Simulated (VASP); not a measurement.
Set up this calculation in VASP 6.6.1, as the native input.

```
Task                   : single point
Functional             : PBE
Potentials or basis    : VASP PAW PBE potentials, release 64 (Sc_sv, As)
Cutoff                 : 520 eV
k mesh                 : 4 × 4 × 4
Occupations            : gaussian, width 0.1 eV
Spin                   : collinear spin, ferromagnetic start
Starting moments       : [1.0, 1.0, 1.0, 0.0] μB
Dipole correction      : no
Further INCAR settings : ALGO = Fast; EDIFF = 1e-06; NBANDS = 31
```

The structure of Sc3As lies in POSCAR:

```
Sc3As
1.0
    0.0000000000      3.4257409900      3.4257409900
    3.4257409900      0.0000000000      3.4257409900
    3.4257409900      3.4257409900      0.0000000000
Sc As
3 1
Direct
    0.2500000000      0.2500000000      0.2500000000
    0.7500000000      0.7500000000      0.7500000000
    0.0000000000      0.0000000000      0.0000000000
    0.5000000000      0.5000000000      0.5000000000
```

The input as run:

INCAR

```
SYSTEM = Sc3As
ALGO = Fast
EDIFF = 1E-6
ENCUT = 520
GGA = PE
ISIF = 2
ISMEAR = 0
ISPIN = 2
LASPH = .TRUE.
LCHARG = .TRUE.
LELF = .TRUE.
LMAXMIX = 4
LORBIT = 11
LREAL = .FALSE.
LVHAR = .TRUE.
LWAVE = .FALSE.
MAGMOM = 1 1 1 0
NBANDS = 31
NELM = 150
PREC = Accurate
SIGMA = 0.1
```

KPOINTS

```
k-points
0
G
  4 4 4
  0 0 0
```

Potentials or basis: VASP PAW PBE potentials, release 64 (Sc_sv, As).

Run with:

```console
$ cat potpaw_PBE.64/Sc_sv/POTCAR potpaw_PBE.64/As/POTCAR > POTCAR
$ mpirun -np 1 vasp_std > vasp.out
```

It gave:

* Pressure: 1.0 GPa
* Net moment: 1.65 μB per cell
* Site moments: Sc +0.29, +0.56; As -0.03 μB
* Valence electrons inside the program's atomic spheres: Sc 9.53, 9.64; As 2.69

Caveat: the k points lie up to 0.40 Å⁻¹ apart.

Wall time 78 s on 1 thread of AMD EPYC 7R13 Processor (Zen 3), on a shared host, peak memory 0.21 GiB.
